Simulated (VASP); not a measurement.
Set up this calculation in VASP 6.6.1, as the native input.

```
Task                   : single point
Functional             : PBEsol
Potentials or basis    : VASP PAW PBE potentials, release 64 (Si, O)
Cutoff                 : 520 eV
k mesh                 : 9 × 9 × 9
Occupations            : fermi-dirac, width 0.05 eV
Spin                   : no spin polarisation
Dipole correction      : no
Further INCAR settings : ALGO = Normal; EDIFF = 1e-06; NBANDS = 12
```

The structure of SiO lies in POSCAR:

```
SiO
1.0
    2.6685991656      0.0000000000      0.0000000000
    0.0000000000      2.6685991656      0.0000000000
    0.0000000000      0.0000000000      2.6685991656
Si O
1 1
Direct
    0.0000000000      0.0000000000      0.0000000000
    0.5000000000      0.5000000000      0.5000000000
```

The input as run:

INCAR

```
ALGO = Normal ; EDIFF = 1E-6
ENCUT = 520 ; GGA = PS
ISIF = 2 ; ISMEAR = -1
LASPH = True ; LCHARG = False
LREAL = False ; LWAVE = False
NBANDS = 12 ; NELM = 60
PREC = Accurate ; SIGMA = 0.05
```

KPOINTS

```
k-points
0
Gamma
  9 9 9
```

Potentials or basis: VASP PAW PBE potentials, release 64 (Si, O).

Command:

```bash
$ cat potpaw_PBE.64/Si/POTCAR potpaw_PBE.64/O/POTCAR > POTCAR
$ mpirun -np 1 vasp_std > vasp.out
```

Results of the run:

```
Pressure               : 20.1 GPa
Band gap on the k mesh : zero (band 5 reaches 10.60 eV, above the bottom of band 6 at 9.34 eV)
```

Caveat: the PAW data sets were made with another functional, which shifts forces and pressure a little.

Wall time 2.9 s on 1 thread of Intel(R) Xeon(R) 6975P-C (Granite Rapids) (shared host), peak memory 0.12 GiB.
